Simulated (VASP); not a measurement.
# TaBi (Fm-3m) in VASP: vibrations by perturbation theory with PBE

Aim: the vibrations by perturbation theory of TaBi with PBE.

Everything below comes from runs of VASP 6.6.1. Logs are shortened: lines on timing, memory, paths and dates and some standing lists are left out, and cuts for length are marked.

## (1) The cell of the first run

It takes space group Fm-3m (No. 225, cubic). The conventional cell has a = 5.836 Å, b = 5.836 Å, c = 5.836 Å, α = 90.00°, β = 90.00°, γ = 90.00°. Within 3.8 Å of Ta (site symmetry m-3m) lie 6 Bi at 2.92 Å. Bi (site symmetry m-3m) has 6 Ta at 2.92 Å within 3.8 Å.

## (2) Vibrations by perturbation theory, PBE

Input file INCAR:

```
PREC = Accurate
ENCUT = 520
EDIFF = 1E-8
ISMEAR = -1
SIGMA = 0.15
LREAL = F
LASPH = T
NELM = 100
ALGO = Normal
ISIF = 2
LWAVE = F
LCHARG = T
GGA = PE
NBANDS = 20
IBRION = 8
NSW = 1
```

Input file KPOINTS:

```
Automatic mesh
0
Gamma
  12 12 12
```

Input file POSCAR:

```
TaBi
1.0
    0.0000000000      2.9181268658      2.9181268658
    2.9181268658      0.0000000000      2.9181268658
    2.9181268658      2.9181268658      0.0000000000
Ta Bi
1 1
Direct
    0.5000000000      0.5000000000      0.5000000000
    0.0000000000      0.0000000000      0.0000000000
```

Potentials or basis: VASP PAW PBE potentials, release 64 (Ta_pv, Bi_d).

Command:

```sh
$ cat potpaw_PBE.64/Ta_pv/POTCAR potpaw_PBE.64/Bi_d/POTCAR > POTCAR
$ mpirun -np 1 vasp_std > vasp.out
```

OUTCAR:

```text
PREC = Accurate
   ENCUT = 520
   EDIFF = 1E-8
   ISMEAR = -1
   LREAL = F
   LASPH = T
   NELM = 100
   ISIF = 2
   GGA = PE
   IBRION = 8
   NSW = 1

 ion  position               nearest neighbor table
   1  0.500  0.500  0.500-   2 2.92   2 2.92   2 2.92   2 2.92   2 2.92   2 2.92
   2  0.000  0.000  0.000-   1 2.92   1 2.92   1 2.92   1 2.92   1 2.92   1 2.92

  LATTYP: Found a face centered cubic cell.
 ALAT       =     5.8362537316

  Lattice vectors:

 A1 = (   0.0000000000,   2.9181268658,   2.9181268658)
 A2 = (   2.9181268658,   0.0000000000,   2.9181268658)
 A3 = (   2.9181268658,   2.9181268658,   0.0000000000)

Analysis of symmetry for initial positions (statically):
=====================================================================
 Subroutine PRICEL returns:
 Original cell was already a primitive cell.

 Routine SETGRP: Setting up the symmetry group for a
 face centered cubic supercell.

 Subroutine GETGRP returns: Found 48 space group operations
 (whereof 48 operations were pure point group operations)
 out of a pool of 48 trial point group operations.

The static configuration has the point symmetry O_h .

Analysis of symmetry for dynamics (positions and initial velocities):
=====================================================================
 Subroutine PRICEL returns:
 Original cell was already a primitive cell.

 Routine SETGRP: Setting up the symmetry group for a
 face centered cubic supercell.

 Subroutine GETGRP returns: Found 48 space group operations
 (whereof 48 operations were pure point group operations)
 out of a pool of 48 trial point group operations.

The dynamic configuration has the point symmetry O_h .

 Subroutine INISYM returns: Found 48 space group operations
 (whereof 48 operations are pure point group operations),
 and found     1 'primitive' translations

----------------------------------------------------------------------------------------

                                     Primitive cell

  volume of cell :      49.6984

  direct lattice vectors                    reciprocal lattice vectors
     0.000000000  2.918126866  2.918126866    -0.171342790  0.171342790  0.171342790
     2.918126866  0.000000000  2.918126866     0.171342790 -0.171342790  0.171342790
     2.918126866  2.918126866  0.000000000     0.171342790  0.171342790 -0.171342790

  length of vectors
     4.126854590  4.126854590  4.126854590     0.296774419  0.296774419  0.296774419

  position of ions in fractional coordinates (direct lattice)
     0.500000000  0.500000000  0.500000000
     0.000000000  0.000000000  0.000000000

  ion indices of the primitive-cell ions
   primitive index   ion index
                 1           1
                 2           2

----------------------------------------------------------------------------------------

 KPOINTS: Automatic mesh

Automatic generation of k-mesh.
 Grid dimensions read from file:
 generate k-points for:   12   12   12

 Generating k-lattice:

  Cartesian coordinates                     Fractional coordinates (reciprocal lattice)
    -0.014278566  0.014278566  0.014278566     0.083333333  0.000000000  0.000000000
     0.014278566 -0.014278566  0.014278566     0.000000000  0.083333333  0.000000000
     0.014278566  0.014278566 -0.014278566     0.000000000  0.000000000  0.083333333

  Length of vectors
     0.024731202  0.024731202  0.024731202

  Shift w.r.t. Gamma in fractional coordinates (k-lattice)
     0.000000000  0.000000000  0.000000000

 Subroutine IBZKPT returns following result:
 ===========================================

 Found     72 irreducible k-points:
[... 63 lines left out ...]
   IALGO  =     38    algorithm
   IMIX   =      4    mixing-type and parameters
     AMIX     =   0.40;   BMIX     =  1.00
     AMIX_MAG =   1.60;   BMIX_MAG =  1.00
  volume/ion in A,a.u.               =      24.85       167.69
  Fermi-wavevector in a.u.,A,eV,Ry     =   1.319122  2.492780 23.675281  1.740084
  Thomas-Fermi vector in A             =   2.449043
   LORBIT       =      0    0 simple, 1 ext, 2 COOP (PROOUT), +10 PAW based schemes
   GGA     = PE    functional components
   LHFCALC =     F    Hartree Fock is set to
   AEXX    =    0.0000 exact exchange contribution
   IVDW    =     0    specifies the selected vdW correction
   LEPSILON=     F    determine dielectric tensor
   LRPA    =     F    only Hartree local field effects (RPA)
 non-spin polarized calculation
  energy-cutoff  :      520.00
  volume of cell :       49.70
 maximum number of plane-waves:      1363
   NGX = 15   NGY = 15   NGZ = 15

--------------------------------------- Ionic step        1  -------------------------------------------

 number of electron      25.9999996 magnetization

 Free energy of the ion-electron system (eV)
  ---------------------------------------------------
  ext. energy  EPLUGINS =         0.00000000
  ---------------------------------------------------
  free energy    TOTEN  =       -13.57658558 eV

  energy without entropy =      -13.36946352  energy(sigma->0) =      -13.47302455

 E-fermi :   7.5863     XC(G=0): -11.1116

 val. band max:        7.5781514130   @ k =  -0.2500   0.0833   0.0000
 cond. band min:       7.6090520407   @ k =   0.3333   0.0000   0.0000
 fundamental gap:      0.0309006276
 Fermi energy:         7.5862864876

 k-point     1 :       0.0000    0.0000    0.0000
  band No.  band energies     occupation
      1     -27.8795      2.00000
      2     -27.8795      2.00000
      3     -27.8795      2.00000
      4     -15.4771      2.00000
      5     -15.4771      2.00000
      6     -15.3872      2.00000
[... 541 lines left out ...]
     19      15.2835      0.00000
     20      15.7464      0.00000

 [... further k-points ...]
[... 5 lines left out ...]
  --------------------------------------------------------------------------------------
  -------------------------------------------------------------------------------------
  Total       -0.0053839     -0.0053839     -0.0053839      0.0000000      0.0000000      0.0000000
  in kB       -0.1735657     -0.1735657     -0.1735657      0.0000000      0.0000000      0.0000000
  external PRESSURE =      -0.1735657 kB  Pullay stress =       0.0000000 kB

 VOLUME and BASIS-vectors are now :
 -----------------------------------------------------------------------------
  energy-cutoff  :      520.00
  volume of cell :       49.70
      direct lattice vectors                 reciprocal lattice vectors
     0.000000000  2.918126866  2.918126866    -0.171342790  0.171342790  0.171342790
     2.918126866  0.000000000  2.918126866     0.171342790 -0.171342790  0.171342790
     2.918126866  2.918126866  0.000000000     0.171342790  0.171342790 -0.171342790

 POSITION                                       TOTAL-FORCE (eV/Angst)
 -----------------------------------------------------------------------------------
      2.91813      2.91813      2.91813         0.000000      0.000000      0.000000
      0.00000      0.00000      0.00000         0.000000     -0.000000     -0.000000
 -----------------------------------------------------------------------------------
    total drift:                                0.000000     -0.000000     -0.000000

  FREE ENERGIE OF THE ION-ELECTRON SYSTEM (eV)
  ---------------------------------------------------
  free  energy   TOTEN  =       -13.5765855807 eV

  energy  without entropy=      -13.3694635189  energy(sigma->0) =      -13.47302455

[... ionic steps 2 to 3 ...]

--------------------------------------- Ionic step        4  -------------------------------------------

------------------------ aborting loop because EDIFF is reached ----------------------------------------

[... ionic steps 5 to 6 ...]

--------------------------------------- Ionic step        7  -------------------------------------------

 Free energy of the ion-electron system (eV)
  ---------------------------------------------------
  ---------------------------------------------------
  free energy    TOTEN  =        -0.33238322 eV

  energy without entropy =       -0.33238323

------------------------ aborting loop because EDIFF is reached ----------------------------------------

 INTERNAL STRAIN TENSOR  FOR ION    2  DIRECTION 1   (eV/Angst):
 -----------------------------------------------------------------------------
    -0.00225 -0.00000  0.00000
    -0.00000  0.01433  0.00000
     0.00000  0.00000  0.01433

 INTERNAL STRAIN TENSOR FOR ION    2 for displacements in x,y,z  (eV/Angst):
          X           Y           Z          XY          YZ          ZX
  --------------------------------------------------------------------------------
  x     0.00000     0.00000     0.00000     0.00000     0.00000     0.00000
  y     0.00000     0.00000     0.00000     0.00000     0.00000     0.00000
  z     0.00000     0.00000     0.00000     0.00000     0.00000     0.00000

 SECOND DERIVATIVES (NOT SYMMETRIZED)
 ------------------------------------
               1X          1Y          1Z          2X          2Y          2Z
  1X    -6.145077    0.000000    0.000000    6.145077    0.000000    0.000000
  1Y     0.000000   -6.145077    0.000000    0.000000    6.145077    0.000000
  1Z     0.000000    0.000000   -6.145077    0.000000    0.000000    6.145077
  2X     6.131712    0.000000    0.000000   -6.131712    0.000000    0.000000
  2Y     0.000000    6.131712    0.000000    0.000000   -6.131712    0.000000
  2Z     0.000000    0.000000    6.131712    0.000000    0.000000   -6.131712

 Eigenvectors and eigenvalues of the dynamical matrix
 ----------------------------------------------------

   1 f  =    3.933310 THz    24.713713 2PiTHz  131.201087 cm-1    16.266854 meV
             X         Y         Z           dx          dy          dz
      2.918127  2.918127  2.918127     0.000000    0.732452    0.000000
      0.000000  0.000000  0.000000     0.000000   -0.680818    0.000000
[... 21 lines left out ...]
   6 f/i=    0.002135 THz     0.013416 2PiTHz    0.071226 cm-1     0.008831 meV
             X         Y         Z           dx          dy          dz
      2.918127  2.918127  2.918127     0.000000    0.000000   -0.680818
      0.000000  0.000000  0.000000     0.000000    0.000000   -0.732452

--------------------------------------------------------------------------------------------------------

 ELASTIC MODULI CONTR FROM IONIC RELAXATION (kBar)
 Direction    XX          YY          ZZ          XY          YZ          ZX
 --------------------------------------------------------------------------------
 XX           0.0000      0.0000      0.0000      0.0000      0.0000      0.0000
 YY           0.0000      0.0000      0.0000      0.0000      0.0000      0.0000
 ZZ           0.0000      0.0000      0.0000      0.0000      0.0000      0.0000
 XY           0.0000      0.0000      0.0000      0.0000      0.0000      0.0000
 YZ           0.0000      0.0000      0.0000      0.0000      0.0000      0.0000
 ZX           0.0000      0.0000      0.0000      0.0000      0.0000      0.0000
 --------------------------------------------------------------------------------
```

It took 3.7 min on 1 thread of Intel Xeon 6975P-C (Granite Rapids), shared host; peak memory 0.47 GiB.

Results:

```yaml
Highest_phonon_frequency_at_Γ_LO-TO_splitting_left_out: 131 cm⁻¹
```

Phonon frequencies in cm⁻¹ (negative: imaginary):
```tsv
q point	frequencies
(0.000, 0.000, 0.000)	0 0 0 131 131 131
```

Caveat: spin-orbit coupling is left out, which moves the levels of the heavy elements.
